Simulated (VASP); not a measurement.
Input of a VASP 6.6.1 run:

INCAR

```
SYSTEM = CsPbCl3
PREC     = Accurate       ! precision mode
ENCUT    = 520            ! plane-wave cutoff, eV
EDIFF    = 1E-7           ! SCF threshold, eV
ISMEAR   = 0              ! smearing method
SIGMA    = 0.05           ! smearing width, eV
LREAL    = .FALSE.        ! projectors in reciprocal space
LASPH    = .TRUE.         ! aspherical terms in the spheres
NELM     = 60             ! most SCF steps
ALGO     = Normal         ! electronic algorithm
ISIF     = 2              ! what is computed and relaxed
LWAVE    = .FALSE.        ! write WAVECAR
LCHARG   = .FALSE.        ! write CHGCAR
GGA      = PS             ! functional
NBANDS   = 30             ! bands
```

File KPOINTS:

```
regular mesh
0
G
  6 6 6
  0 0 0
```

Contents of POSCAR:

```
CsPbCl3
1.0
    3.5262199197      2.5519985601      3.2437951379
   -3.5262199197      2.5519985601      3.2437951379
    0.0000000000     -5.1039971202      3.2437951379
Cs Pb Cl
1 1 3
Direct
    0.5000000000      0.5000000000      0.5000000000
    0.0000000000      0.0000000000      0.0000000000
    0.5000000000      0.0001652038      0.9998347962
    0.0001652038      0.9998347962      0.5000000000
    0.9998347962      0.5000000000      0.0001652038
```

Potentials or basis: VASP PAW PBE potentials, release 64 (Cs_sv, Pb_d, Cl).

Command:

```console
$ cat potpaw_PBE.64/Cs_sv/POTCAR potpaw_PBE.64/Pb_d/POTCAR potpaw_PBE.64/Cl/POTCAR > POTCAR
$ mpirun -np 1 vasp_std > vasp.out
```

Question: What does it give for the pressure?

Answer: 0.9 GPa.

Question: What does it give for the band gap on the k mesh?

Answer: 1.21 eV.

Stress tensor (GPa, compression positive):
```
 3.23  0.00  0.00
 0.00 -1.38  1.84
 0.00  1.84  0.78
```

Caveat: the cell differs from its parent crystal (strain -0.1125 x Voigt [1, -1, 0, 0, 0, 0]); the PAW data sets were made with another functional, which shifts forces and pressure a little; spin-orbit coupling is left out, which moves the levels of the heavy elements. A k mesh can miss the band edges.
